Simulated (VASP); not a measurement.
A run of VASP 6.6.1:

INCAR

```
SYSTEM = Ni
PREC = Accurate
ENCUT = 600
EDIFF = 1E-6
ISMEAR = -1
SIGMA = 0.1
LREAL = .FALSE.
LASPH = .TRUE.
NELM = 150
ALGO = Normal
ISIF = 4
LWAVE = .FALSE.
LCHARG = .FALSE.
ISPIN = 2
MAGMOM = 1 1
LORBIT = 11
LMAXMIX = 4
GGA = PS
IBRION = 2
NSW = 50
EDIFFG = -0.005
```

The input KPOINTS:

```
regular mesh
0
G
  18 18 10
  0 0 0
```

Contents of POSCAR:

```
Ni
1.0
    2.1745961837      0.0000000000      0.0000000000
   -1.0872980919      1.8832555380      0.0000000000
    0.0000000000      0.0000000000      3.5650296736
Ni
2
Direct
    0.3333333333      0.6666666667      0.2500000000
    0.6666666667      0.3333333333      0.7500000000
```

Potentials or basis: VASP PAW PBE potentials, release 64 (Ni).

Run with:

```bash
$ cat potpaw_PBE.64/Ni/POTCAR > POTCAR
$ mpirun -np 1 vasp_std > vasp.out
```

Hardware: 1 thread of Intel(R) Xeon(R) Platinum 8559C (Emerald Rapids), with other jobs on the host.

**Question.** Estimate the wall time of this run.

**Answer.** Run time: 120 s on 1 thread of Intel(R) Xeon(R) Platinum 8559C (Emerald Rapids) (shared host), peak memory 0.2 GiB. Counts: scf iterations 20, k points 222, ion steps 3.
